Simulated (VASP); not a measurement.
# CO2 (CO2-III) (Cmce) in VASP: a series of runs, part 2 of 2

VASP 6.6.1.

## Step 3: Relaxation of cell and atoms, PBE+D3(BJ), target pressure 10 GPa, at which the enthalpy is minimised

This run uses another cell than the first one, of 10.02 Å³/atom, 0.971 times its volume.

INCAR reads:

```
SYSTEM = CO2
ALGO     = Normal         ! electronic algorithm
EDIFF    = 1E-6           ! SCF threshold, eV
EDIFFG   = -0.003         ! ionic threshold
ENCUT    = 600            ! plane-wave cutoff, eV
GGA      = PE             ! functional
IBRION   = 2              ! ionic algorithm
ISIF     = 3              ! what is computed and relaxed
ISMEAR   = 0              ! smearing method
IVDW     = 12             ! dispersion correction
LASPH    = .True.         ! aspherical terms in the spheres
LCHARG   = .False.        ! write CHGCAR
LREAL    = .False.        ! projectors in reciprocal space
LWAVE    = .False.        ! write WAVECAR
NELM     = 100            ! most SCF steps
NSW      = 80             ! ionic steps
PREC     = Accurate       ! precision mode
PSTRESS  = 100.0        
SIGMA    = 0.01           ! smearing width, eV
```

KPOINTS reads:

```
k-points
0
Gamma
  6 6 5
  0 0 0
```

POSCAR reads:

```
CO2
1.0
    2.1650000000     -2.3300000000      0.0000000000
    2.1650000000      2.3300000000      0.0000000000
    0.0000000000      0.0000000000      5.9600000000
C O
2 4
Direct
    0.0000000000      0.0000000000      0.0000000000
    0.5000000000      0.5000000000      0.5000000000
    0.7850000000      0.2150000000      0.1150000000
    0.2150000000      0.7850000000      0.8850000000
    0.7150000000      0.2850000000      0.6150000000
    0.2850000000      0.7150000000      0.3850000000
```

Potentials or basis: VASP PAW PBE potentials, release 64 (C, O).

Run with:

```console
$ cat potpaw_PBE.64/C/POTCAR potpaw_PBE.64/O/POTCAR > POTCAR
$ mpirun -np 1 vasp_std > vasp.out
```

OUTCAR:

```text
SYSTEM = CO2
   EDIFF = 1E-6
   EDIFFG = -0.003
   ENCUT = 600
   GGA = PE
   IBRION = 2
   ISIF = 3
   ISMEAR = 0
   IVDW = 12
   LASPH = .True.
   LREAL = .False.
   NELM = 100
   NSW = 80
   PREC = Accurate
   PSTRESS = 100.0
 IVDW          = 12

 ion  position               nearest neighbor table
   1  0.000  0.000  0.000-   3 1.21   4 1.21
   2  0.500  0.500  0.500-   5 1.21   6 1.21
   3  0.785  0.215  0.115-   1 1.21
   4  0.215  0.785  0.885-   1 1.21
   5  0.715  0.285  0.615-   2 1.21
   6  0.285  0.715  0.385-   2 1.21

  LATTYP: Found a base centered orthorhombic cell.
 ALAT       =     4.3300000000
 B/A-ratio  =     1.0762124711
 C/A-ratio  =     1.3764434180

  Lattice vectors:

 A1 = (   2.1650000000,  -2.3300000000,   0.0000000000)
 A2 = (   2.1650000000,   2.3300000000,   0.0000000000)
 A3 = (   0.0000000000,   0.0000000000,   5.9600000000)

Analysis of symmetry for initial positions (statically):
=====================================================================
 Subroutine PRICEL returns:
 Original cell was already a primitive cell.

 Routine SETGRP: Setting up the symmetry group for a
 base centered orthorhombic supercell.

 Subroutine GETGRP returns: Found  8 space group operations
 (whereof  4 operations were pure point group operations)
 out of a pool of  8 trial point group operations.

The static configuration has the point symmetry C_2h.
 The point group associated with its full space group is D_2h.

Analysis of symmetry for dynamics (positions and initial velocities):
=====================================================================
 Subroutine PRICEL returns:
 Original cell was already a primitive cell.

 Routine SETGRP: Setting up the symmetry group for a
 base centered orthorhombic supercell.

 Subroutine GETGRP returns: Found  8 space group operations
 (whereof  4 operations were pure point group operations)
 out of a pool of  8 trial point group operations.

The dynamic configuration has the point symmetry C_2h.
 The point group associated with its full space group is D_2h.
[... 105 lines left out ...]
   ENCUT  =  600.0 eV  44.10 Ry    6.64 a.u.   6.35  6.35 11.90*2*pi/ulx,y,z
   NELM   =    100;   NELMIN=  2; NELMDL= -5     # of ELM steps
   EDIFF  = 0.1E-05   stopping-criterion for ELM
   LREAL  =      F    real-space projection
   EDIFFG = -.3E-02   stopping-criterion for IOM
   NSW    =     80    number of steps for IOM
   IBRION =      2    ionic relax: 0-MD 1-quasi-New 2-CG
   NFREE  =      1    steps in history (QN), initial steepest desc. (CG)
   ISIF   =      3    stress and relaxation
   ISYM   =      2    0-nonsym 1-usesym 2-fastsym
   POTIM  = 0.5000    time-step for ionic-motion
   TEBEG  =    0.0;   TEEND  =   0.0 temperature during run
   PSTRESS=  100.0 pullay stress
   NELECT =      32.0000    total number of electrons
   NUPDOWN=      -1.0000    fix difference up-down
   EMIN   =  10.00;   EMAX   =-10.00  energy-range for DOS
   EFERMI =   0.00;   METHOD = LEGACY
   ISMEAR =     0;   SIGMA  =   0.01  broadening in eV -4-tet -1-fermi 0-gaus
   EFERMI_NEDOS =   21; number of points for ismear=-14 and -15
   IALGO  =     38    algorithm
   IMIX   =      4    mixing-type and parameters
     AMIX     =   0.40;   BMIX     =  1.00
     AMIX_MAG =   1.60;   BMIX_MAG =  1.00
  volume/ion in A,a.u.               =      10.02        67.63
  Fermi-wavevector in a.u.,A,eV,Ry     =   1.326666  2.507034 23.946820  1.760042
  Thomas-Fermi vector in A             =   2.456035
   LORBIT       =      0    0 simple, 1 ext, 2 COOP (PROOUT), +10 PAW based schemes
   GGA     = PE    functional components
   LHFCALC =     F    Hartree Fock is set to
   AEXX    =    0.0000 exact exchange contribution
   IVDW    =    12    specifies the selected vdW correction
   LEPSILON=     F    determine dielectric tensor
   LRPA    =     F    only Hartree local field effects (RPA)
 conjugate gradient relaxation of ions
 non-spin polarized calculation
 Gauss-broadening in eV      SIGMA  =   0.01
  energy-cutoff  :      600.00
  volume of cell :       60.13
 maximum number of plane-waves:      2032
 NGX is ok and might be reduce to    28
   NGX = 13   NGY = 13   NGZ = 23

--------------------------------------- Ionic step        1  -------------------------------------------

 number of electron      31.9999988 magnetization

 Free energy of the ion-electron system (eV)
  ---------------------------------------------------
  ext. energy  EPLUGINS =         0.00000000
  ---------------------------------------------------
  free energy    TOTEN  =       -44.50819058 eV

  energy without entropy =      -44.50819058  energy(sigma->0) =      -44.50819058

 E-fermi :   0.0395     XC(G=0):  -9.9510

 val. band max:       -0.0046008526   @ k =   0.5000   0.5000   0.0000
 cond. band min:       4.6747725567   @ k =   0.0000   0.0000   0.0000
 fundamental gap:      4.6793734093
 Fermi energy:         0.0394829200
[... 1806 lines left out ...]
     19       8.7203      0.00000
     20       8.7832      0.00000

 [... further k-points ...]

[... ionic steps 4 to 42 ...]

--------------------------------------- Ionic step       43  -------------------------------------------

 number of electron      31.9999995 magnetization

------------------------ aborting loop because EDIFF is reached ----------------------------------------
[... 87 lines left out ...]
--------------------------------------- Ionic step       45  -------------------------------------------

 number of electron      31.9999996 magnetization

 Free energy of the ion-electron system (eV)
  ---------------------------------------------------
  ext. energy  EPLUGINS =         0.00000000
  ---------------------------------------------------
  free energy    TOTEN  =       -45.18872742 eV

  energy without entropy =      -45.18872742  energy(sigma->0) =      -45.18872742

 E-fermi :  -0.5830     XC(G=0):  -9.7487

 val. band max:       -0.6968329303   @ k =   0.5000   0.5000   0.0000
 cond. band min:       5.2814692303   @ k =   0.0000   0.0000   0.0000
 fundamental gap:      5.9783021606
 Fermi energy:        -0.5829905478
[... 593 lines left out ...]
  energy  without entropy=      -45.8256716131  energy(sigma->0) =      -45.82567161

  enthalpy is  TOTEN    =       -41.9887689305 eV   P V=        3.8369026826

 reached required accuracy - stopping structural energy minimisation
```

OSZICAR:

```text
N       E                     dE             d eps       ncg     rms          rms(c)
DAV:   1     0.188813186153E+03    0.18881E+03   -0.19755E+04  1560   0.172E+03
DAV:   2    -0.368882983123E+02   -0.22570E+03   -0.21684E+03  2224   0.339E+02
DAV:   3    -0.470871700880E+02   -0.10199E+02   -0.10128E+02  1732   0.764E+01
[... 342 lines left out ...]
DAV:   1    -0.451887468899E+02    0.16536E-02   -0.10376E-02  1560   0.861E-01    0.459E-02
DAV:   2    -0.451887337812E+02    0.13109E-04   -0.21420E-04  1660   0.123E-01    0.189E-02
DAV:   3    -0.451887284270E+02    0.53542E-05   -0.76535E-06  1804   0.248E-02    0.927E-03
DAV:   4    -0.451887273097E+02    0.11173E-05   -0.37036E-06  1504   0.159E-02    0.191E-03
DAV:   5    -0.451887274156E+02   -0.10586E-06   -0.37023E-07   792   0.550E-03
  45 F= -.41988769E+02 E0= -.41988769E+02  d E =-.161370E-04
```

CONTCAR:

```text
CO2
   1.00000000000000
     2.3621590024020418   -2.1641084169515228    0.0000000000000000
     2.3621590024020418    2.1641084169515228   -0.0000000000000000
     0.0000000000000000    0.0000000000000000    6.0127511361254991
  C               O
     2     4
Direct
     0.0000000000000000    0.0000000000000000    0.0000000000000000
     0.5000000000000000    0.5000000000000000    0.5000000000000000
     0.7833064160804205    0.2166935839195798    0.1160477871812066
     0.2166935839195798    0.7833064160804205    0.8839522128187931
     0.7166935839195796    0.2833064160804204    0.6160477871812069
     0.2833064160804204    0.7166935839195796    0.3839522128187935

  0.00000000E+00  0.00000000E+00  0.00000000E+00
  0.00000000E+00  0.00000000E+00  0.00000000E+00
  0.00000000E+00  0.00000000E+00  0.00000000E+00
  0.00000000E+00  0.00000000E+00  0.00000000E+00
  0.00000000E+00  0.00000000E+00  0.00000000E+00
  0.00000000E+00  0.00000000E+00  0.00000000E+00
```

Wall time 7.5 min (1 thread of AMD EPYC 9R45 (Zen 5), shared host); peak memory 0.19 GiB.

What came out:

```
Free energy                                            : -45.8257 eV
Relaxed volume                                         : 10.25 Å³/atom
Relaxed cell                                           : a = 3.204 Å, b = 3.204 Å, c = 6.013 Å, α = 90.00°, β = 90.00°, γ = 84.99°
Space group after relaxing (to 0.05 Å)                 : Cmce (No. 64)
Energy change on relaxing (the enthalpy is what falls) : -111.2 meV/atom
Ionic steps                                            : 45
Pressure after relaxing                                : 10.0 GPa
Band gap on the k mesh                                 : 5.98 eV, indirect (least direct gap 6.98 eV)
Dispersion energy per atom                             : -0.106 eV
```

Step by step:
```tsv
step	energy change (eV)	largest force (eV/Å)	pressure (GPa)	volume (Å³)
1	0.0000	4.1444	-4.56	60.13
3	0.0072	4.0406	-3.78	59.58
5	-0.3129	0.4884	15.23	58.37
7	-0.3166	0.3649	14.51	58.41
9	-0.7039	0.2186	9.97	62.42
11	-0.7186	0.5344	6.99	62.63
13	-0.7231	0.1566	8.42	62.62
15	-0.6313	0.0557	10.54	61.00
17	-0.6455	0.0484	10.31	61.22
19	-0.6618	0.1824	10.72	61.46
21	-0.6676	0.2492	10.90	61.55
23	-0.6704	0.2308	10.78	61.59
25	-0.6825	0.1495	10.30	61.76
27	-0.6995	0.0419	9.61	62.03
29	-0.6976	0.0369	9.63	61.99
31	-0.6887	0.0310	9.65	61.84
33	-0.6509	0.1198	9.78	61.22
35	-0.6589	0.0113	10.11	61.34
37	-0.6592	0.0104	10.12	61.35
39	-0.6628	0.0074	10.06	61.40
41	-0.6691	0.0079	9.99	61.50
43	-0.6692	0.0036	9.96	61.50
45	-0.6673	0.0016	9.99	61.47
```

Final structure:
```
C O
1.0
     2.36216   -2.16411    0.00000
     2.36216    2.16411    0.00000
     0.00000    0.00000    6.01275
C O
2 4
Direct
  0.00000 0.00000 0.00000
  0.50000 0.50000 0.50000
  0.78331 0.21669 0.11605
  0.21669 0.78331 0.88395
  0.71669 0.28331 0.61605
  0.28331 0.71669 0.38395
```

Levels at points of the mesh, in eV from the valence-band top:
| k point | band 13 | band 14 | band 15 | band 16 | band 17 | band 18 | band 19 | band 20 |
| --- | --- | --- | --- | --- | --- | --- | --- | --- |
| (0.00, 0.00, 0.00) | -1.72 | -1.70 | -1.06 | -1.00 | 5.98 | 6.84 | 6.91 | 7.08 |
| (0.50, 0.00, 0.00) | -1.18 | -1.18 | -0.46 | -0.46 | 6.78 | 6.78 | 8.42 | 8.42 |
| (0.50, 0.50, 0.00) | -1.89 | -1.33 | -0.68 | 0.00 | 7.15 | 8.86 | 9.03 | 9.16 |

Caveat: the cell is relaxed towards a set pressure, so the enthalpy falls and the energy may rise. A k mesh can miss the band edges.
